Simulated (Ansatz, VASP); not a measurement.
**One calculation of SnMo2, two programs**

```
Sn Mo
1.0
     4.66213    0.00000    0.00000
    -2.33106    4.03752    0.00000
     0.00000    0.00000    2.96367
Sn Mo
1 2
Direct
  0.00000 0.00000 0.00000
  0.33333 0.66667 0.50000
  0.66667 0.33333 0.50000
```

Alike in both runs: task single point; functional PBE; k mesh 6 × 6 × 6; occupations gaussian, width 0.1 eV; no spin polarisation.

|  | VASP | Ansatz |
| --- | --- | --- |
| version | VASP 6.6.1 | Ansatz 0.2.0 |
| potentials or method | VASP PAW PBE potentials, release 64 (Sn_d, Mo_sv), cutoff 520 eV | scalar-relativistic, plane waves, PAW |
| valence electrons in the cell | 42 | 42 |

|  | VASP | Ansatz | Ansatz less VASP |
| --- | --- | --- | --- |
| gap on the k mesh at the Fermi level (eV) | none | none | - |
| pressure (GPa) | -6.6 | -6.8 | -0.23 |
| traceless stress, the component that is largest in VASP (GPa) | 6.57 | 6.65 | +0.075 |

A gap of «none» marks a metal or a gap that the smearing closes.
